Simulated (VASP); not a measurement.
# Bi (C2/m) in VASP: single point with PBE

Aim: the single point of Bi with PBE.

Everything below comes from runs of VASP 6.6.1. Logs are shortened: lines on timing, memory, paths and dates and some standing lists are left out, and cuts for length are marked.

## Step 1: The cell of the first run

The structure is monoclinic, space group C2/m (No. 12). Conventional cell: a = 2.863 Å, b = 11.518 Å, c = 6.136 Å, α = 90.00°, β = 102.16°, γ = 90.00°. Within 3.8 Å of Bi (site symmetry 2/m) lie 2 Bi at 2.86 Å.

## Step 2: Single point, PBE (strained)

File INCAR:

```
PREC     = Accurate       # precision mode
ENCUT    = 520            # plane-wave cutoff, eV
EDIFF    = 1E-6           # SCF threshold, eV
ISMEAR   = 0              # smearing method
SIGMA    = 0.1            # smearing width, eV
LREAL    = False          # projectors in reciprocal space
LASPH    = True           # aspherical terms in the spheres
NELM     = 60             # most SCF steps
ALGO     = Fast           # electronic algorithm
ISIF     = 2              # what is computed and relaxed
LWAVE    = False          # write WAVECAR
LCHARG   = False          # write CHGCAR
GGA      = PE             # functional
NBANDS   = 14             # bands
```

File KPOINTS:

```
regular mesh
0
Gamma
  14 14 14
```

File POSCAR:

```
Bi
1.0
   -4.2308791416      4.2308791416      1.3618394085
    4.2541973348     -4.2541973348      1.5006333217
    4.0605798616      4.0838980548     -1.4312363651
Bi
1
Direct
    0.0000000000      0.0000000000      0.0000000000
```

Potentials or basis: VASP PAW PBE potentials, release 64 (Bi_d).

Launch:

```bash
> cat potpaw_PBE.64/Bi_d/POTCAR > POTCAR
> mpirun -np 1 vasp_std > vasp.out
```

OUTCAR:

```text
PREC = Accurate
   ENCUT = 520
   EDIFF = 1E-6
   ISMEAR = 0
   LREAL = False
   LASPH = True
   NELM = 60
   ISIF = 2
   GGA = PE

 ion  position               nearest neighbor table
   1  0.000  0.000  0.000-

  LATTYP: Found a base centered monoclinic cell.
 ALAT       =     2.8626626779
 B/A-ratio  =     4.0235376724
 C/A-ratio  =     2.1435952360
 COS(beta)  =    -0.2106813078

  Lattice vectors:

 A1 = (   4.0838980548,   4.0605798616,   1.4312363651)
 A2 = (  -4.0605798616,  -4.0838980548,   1.4312363651)
 A3 = (   4.2308791416,  -4.2308791416,  -1.3618394085)

Analysis of symmetry for initial positions (statically):
=====================================================================
 Subroutine PRICEL returns:
 Original cell was already a primitive cell.

 Routine SETGRP: Setting up the symmetry group for a
 base centered monoclinic supercell.

 Subroutine GETGRP returns: Found  4 space group operations
 (whereof  4 operations were pure point group operations)
 out of a pool of  4 trial point group operations.

The static configuration has the point symmetry C_2h.

Analysis of symmetry for dynamics (positions and initial velocities):
=====================================================================
 Subroutine PRICEL returns:
 Original cell was already a primitive cell.

 Routine SETGRP: Setting up the symmetry group for a
 base centered monoclinic supercell.

 Subroutine GETGRP returns: Found  4 space group operations
 (whereof  4 operations were pure point group operations)
 out of a pool of  4 trial point group operations.

The dynamic configuration has the point symmetry C_2h.

 Subroutine INISYM returns: Found  4 space group operations
 (whereof  4 operations are pure point group operations),
 and found     1 'primitive' translations

----------------------------------------------------------------------------------------

                                     Primitive cell

  volume of cell :      98.8946

  direct lattice vectors                    reciprocal lattice vectors
    -4.230879142  4.230879142  1.361839409    -0.000401150  0.123183729  0.350355050
     4.254197335 -4.254197335  1.500633322     0.117468532  0.005314046  0.348434677
     4.060579862  4.083898055 -1.431236365     0.122782579  0.122782579  0.000000000

  length of vectors
     6.136390079  6.200668536  5.934220224     0.371379931  0.367741511  0.173640788

  position of ions in fractional coordinates (direct lattice)
     0.000000000  0.000000000  0.000000000

  ion indices of the primitive-cell ions
   primitive index   ion index
                 1           1

----------------------------------------------------------------------------------------

 KPOINTS: regular mesh

Automatic generation of k-mesh.
 Grid dimensions read from file:
 generate k-points for:   14   14   14

 Generating k-lattice:

  Cartesian coordinates                     Fractional coordinates (reciprocal lattice)
    -0.000028654  0.008798838  0.025025361     0.071428571  0.000000000 -0.000000000
     0.008390609  0.000379575  0.024888191     0.000000000  0.071428571 -0.000000000
     0.008770184  0.008770184  0.000000000     0.000000000  0.000000000  0.071428571

  Length of vectors
     0.026527138  0.026267251  0.012402913

  Shift w.r.t. Gamma in fractional coordinates (k-lattice)
     0.000000000  0.000000000  0.000000000

 Subroutine IBZKPT returns following result:
 ===========================================

 Found    744 irreducible k-points:

 Following reciprocal coordinates:
            Coordinates               Weight
  0.000000  0.000000  0.000000      1.000000
  0.071429  0.000000  0.000000      4.000000
  0.142857  0.000000 -0.000000      4.000000
  0.214286 -0.000000  0.000000      4.000000
  0.285714 -0.000000  0.000000      4.000000
  0.357143  0.000000  0.000000      4.000000
[... 16 lines left out ...]
 -0.000000  0.142857  0.000000      4.000000
  0.071429  0.142857 -0.000000      4.000000
 [... further k-points ...]
   k-points           NKPTS =    744   k-points in BZ     NKDIM =    744   number of bands    NBANDS=     14
   number of dos      NEDOS =    301   number of ions     NIONS =      1
   total plane-waves  NPLWV = 110592
   dimension x,y,z NGX =    48 NGY =   48 NGZ =   48
   dimension x,y,z NGXF=    96 NGYF=   96 NGZF=   96
   ions per type =               1
   NGX,Y,Z   is equivalent  to a cutoff of  13.00, 12.87, 13.45 a.u.
   NGXF,Y,Z  is equivalent  to a cutoff of  26.01, 25.74, 26.89 a.u.
 SYSTEM =  unknown system
   PREC   = accura    normal or accurate (medium, high low for compatibility)
   ISTART =      0    job   : 0-new  1-cont  2-samecut
   ICHARG =      2    charge: 1-file 2-atom 10-const
   ISPIN  =      1    spin polarized calculation?
   LNONCOLLINEAR =      F non collinear calculations
   LSORBIT =      F    spin-orbit coupling
   LASPH  =      T    aspherical Exc in radial PAW
   ENCUT  =  520.0 eV  38.22 Ry    6.18 a.u.  11.41 11.53 11.03*2*pi/ulx,y,z
   NELM   =     60;   NELMIN=  2; NELMDL= -5     # of ELM steps
   EDIFF  = 0.1E-05   stopping-criterion for ELM
   LREAL  =      F    real-space projection
   EDIFFG = 0.1E-04   stopping-criterion for IOM
   NSW    =      0    number of steps for IOM
   IBRION =     -1    ionic relax: 0-MD 1-quasi-New 2-CG
   NFREE  =      0    steps in history (QN), initial steepest desc. (CG)
   ISIF   =      2    stress and relaxation
   ISYM   =      2    0-nonsym 1-usesym 2-fastsym
   POTIM  = 0.5000    time-step for ionic-motion
   TEBEG  =    0.0;   TEEND  =   0.0 temperature during run
   PSTRESS=    0.0 pullay stress
   NELECT =      15.0000    total number of electrons
   NUPDOWN=      -1.0000    fix difference up-down
   EMIN   =  10.00;   EMAX   =-10.00  energy-range for DOS
   EFERMI =   0.00;   METHOD = LEGACY
   ISMEAR =     0;   SIGMA  =   0.10  broadening in eV -4-tet -1-fermi 0-gaus
   EFERMI_NEDOS =   21; number of points for ismear=-14 and -15
   IALGO  =     68    algorithm
   IMIX   =      4    mixing-type and parameters
     AMIX     =   0.40;   BMIX     =  1.00
     AMIX_MAG =   1.60;   BMIX_MAG =  1.00
  volume/ion in A,a.u.               =      98.89       667.37
  Fermi-wavevector in a.u.,A,eV,Ry     =   0.873067  1.649858 10.370995  0.762247
  Thomas-Fermi vector in A             =   1.992406
   LORBIT       =      0    0 simple, 1 ext, 2 COOP (PROOUT), +10 PAW based schemes
   GGA     = PE    functional components
   LHFCALC =     F    Hartree Fock is set to
   AEXX    =    0.0000 exact exchange contribution
   IVDW    =     0    specifies the selected vdW correction
   LEPSILON=     F    determine dielectric tensor
   LRPA    =     F    only Hartree local field effects (RPA)
 non-spin polarized calculation
 RMM-DIIS sequential band-by-band and
 Gauss-broadening in eV      SIGMA  =   0.10
  energy-cutoff  :      520.00
  volume of cell :       98.89
 maximum number of plane-waves:      2687
 NGX is ok and might be reduce to    48
   NGX = 23   NGY = 23   NGZ = 23

 number of electron      15.0000005 magnetization

 Free energy of the ion-electron system (eV)
  ---------------------------------------------------
  ext. energy  EPLUGINS =         0.00000000
  ---------------------------------------------------
  free energy    TOTEN  =        -2.79952529 eV

  energy without entropy =       -2.79448376  energy(sigma->0) =       -2.79700453

 E-fermi :  -0.7681     XC(G=0):  -5.0413

 val. band max:       -0.7699390278   @ k =  -0.1429   0.4286   0.2143
 cond. band min:      -0.7679129422   @ k =  -0.3571   0.0714  -0.0000
 fundamental gap:      0.0020260856
 Fermi energy:        -0.7680791126

 k-point     1 :       0.0000    0.0000    0.0000
  band No.  band energies     occupation
      1     -23.9860      2.00000
      2     -23.4147      2.00000
      3     -23.4147      2.00000
      4     -23.2878      2.00000
      5     -23.2870      2.00000
      6     -12.6106      2.00000
      7      -2.2123      2.00000
      8      -2.1416      2.00000
      9       1.9756      0.00000
     10       3.8405      0.00000
     11       6.6140      0.00000
     12       7.1573      0.00000
     13       7.3737      0.00000
     14       7.9898      0.00000

 k-point     2 :       0.0714    0.0000    0.0000
  band No.  band energies     occupation
      1     -23.9429      2.00000
      2     -23.4130      2.00000
      3     -23.4130      2.00000
      4     -23.3036      2.00000
      5     -23.3029      2.00000
      6     -12.5173      2.00000
      7      -2.1092      2.00000
      8      -2.0391      2.00000
      9       2.0935      0.00000
     10       3.9485      0.00000
     11       6.5298      0.00000
     12       6.7837      0.00000
     13       7.2988      0.00000
     14       7.4795      0.00000

 k-point     3 :       0.1429    0.0000   -0.0000
  band No.  band energies     occupation
      1     -23.8216      2.00000
      2     -23.4083      2.00000
      3     -23.4082      2.00000
      4     -23.3478      2.00000
      5     -23.3471      2.00000
      6     -12.2352      2.00000
      7      -1.8059      2.00000
      8      -1.7380      2.00000
      9       2.4417      0.00000
     10       4.2719      0.00000
     11       4.5159      0.00000
     12       6.4412      0.00000
     13       7.6521      0.00000
     14       7.7861      0.00000
[... 324 lines left out ...]
 k-point    23 :      -0.0000    0.1429    0.0000
  band No.  band energies     occupation
      1     -23.8216      2.00000
      2     -23.4083      2.00000
      3     -23.4082      2.00000
      4     -23.3478      2.00000
      5     -23.3471      2.00000
      6     -12.2353      2.00000
      7      -1.7978      2.00000
      8      -1.7387      2.00000
      9       2.4224      0.00000
     10       4.2605      0.00000
     11       4.5138      0.00000
     12       6.5021      0.00000
     13       7.6988      0.00000
     14       7.7164      0.00000

 k-point    24 :       0.0714    0.1429   -0.0000
  band No.  band energies     occupation
      1     -23.6450      2.00000
      2     -23.4109      2.00000
      3     -23.4102      2.00000
      4     -23.4014      2.00000
      5     -23.4013      2.00000
      6     -11.7598      2.00000
      7      -1.2685      2.00000
      8      -1.2620      2.00000
      9       2.0450      0.00000
     10       2.9620      0.00000
     11       4.7347      0.00000
     12       6.8679      0.00000
     13       7.7643      0.00000
     14       8.5239      0.00000

 [... further k-points ...]

------------------------ aborting loop because EDIFF is reached ----------------------------------------

  FORCE on cell =-STRESS in cart. coord.  units (eV):
  Direction    XX          YY          ZZ          XY          YZ          ZX
  --------------------------------------------------------------------------------------
  -------------------------------------------------------------------------------------
  Total       -0.1404299     -0.1404299     -0.2903159     -0.0130167      0.0011201     -0.0011201
  in kB       -2.2750847     -2.2750847     -4.7033669     -0.2108819      0.0181464     -0.0181467
  external PRESSURE =      -3.0845121 kB  Pullay stress =       0.0000000 kB

 VOLUME and BASIS-vectors are now :
 -----------------------------------------------------------------------------
  energy-cutoff  :      520.00
  volume of cell :       98.89
      direct lattice vectors                 reciprocal lattice vectors
    -4.230879142  4.230879142  1.361839409    -0.000401150  0.123183729  0.350355050
     4.254197335 -4.254197335  1.500633322     0.117468532  0.005314046  0.348434677
     4.060579862  4.083898055 -1.431236365     0.122782579  0.122782579  0.000000000

 POSITION                                       TOTAL-FORCE (eV/Angst)
 -----------------------------------------------------------------------------------
      0.00000      0.00000      0.00000        -0.000000      0.000000      0.000000
 -----------------------------------------------------------------------------------
    total drift:                               -0.000000      0.000000      0.000000

  FREE ENERGIE OF THE ION-ELECTRON SYSTEM (eV)
  ---------------------------------------------------
  free  energy   TOTEN  =        -2.7995252946 eV

  energy  without entropy=       -2.7944837606  energy(sigma->0) =       -2.79700453
```

It took 31 min on 1 thread of Intel Xeon Platinum 8375C at 2.90GHz (Ice Lake), shared host; peak memory 1 GiB.

Results:

| Quantity | Value |
| --- | --- |
| Free energy | -2.7995 eV |
| Pressure | -0.3 GPa |
| Band gap on the k mesh | zero (an odd number of electrons rules out a gap without spin polarisation) |

Stress tensor (GPa, compression positive):
```
-0.23 -0.02  0.00
-0.02 -0.23  0.00
 0.00  0.00 -0.47
```

Levels at points of the mesh, in eV from the Fermi level:
| k point | band 6 | band 7 | band 8 | band 9 | band 10 | band 11 |
| --- | --- | --- | --- | --- | --- | --- |
| (0.00, 0.00, 0.00) | -11.84 | -1.44 | -1.37 | 2.74 | 4.61 | 7.38 |
| (0.50, 0.00, 0.00) | -8.16 | -3.87 | 1.77 | 1.79 | 5.96 | 6.18 |
| (0.00, 0.50, 0.00) | -8.16 | -3.87 | 1.79 | 1.81 | 6.00 | 6.24 |
| (0.50, 0.50, 0.00) | -11.83 | -1.81 | -1.34 | 3.82 | 5.06 | 5.99 |
| (0.00, 0.00, 0.50) | -11.83 | -1.85 | -1.39 | 3.89 | 5.16 | 5.71 |
| (0.50, 0.50, 0.50) | -11.82 | -1.79 | -1.73 | 3.87 | 6.57 | 6.79 |

Caveat: the cell differs from its parent crystal (strained); spin-orbit coupling is left out, which moves the levels of the heavy elements.
